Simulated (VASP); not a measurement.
A run of VASP 6.6.1 is set up as follows.

Contents of INCAR:

```
  PREC = Accurate
  ENCUT = 520
  EDIFF = 1E-6
  ISMEAR = 0
  SIGMA = 0.05
  LREAL = F
  LASPH = T
  NELM = 100
  ALGO = Normal
  ISIF = 2
  LWAVE = F
  LCHARG = F
  GGA = PE
  NBANDS = 12
```

Contents of KPOINTS:

```
regular mesh
0
Gamma
  10 10 10
```

Contents of POSCAR:

```
LiF
1.0
    0.0000000000      2.0643500000      2.0643500000
    2.0643500000      0.0000000000      2.0643500000
    2.0643500000      2.0643500000      0.0000000000
Li F
1 1
Direct
    0.0000000000      0.0000000000      0.0000000000
    0.5000000000      0.5000000000      0.5000000000
```

Potentials or basis: VASP PAW PBE potentials, release 64 (Li_sv, F).

Command:

```console
$ cat potpaw_PBE.64/Li_sv/POTCAR potpaw_PBE.64/F/POTCAR > POTCAR
$ mpirun -np 1 vasp_std > vasp.out
```

(1) Estimate the band gap on the k mesh.

## Answers

(1) 8.46 eV, direct.

Caveat: the cell differs from its parent crystal (strain +0.025 along x and y, +0.025 along z).
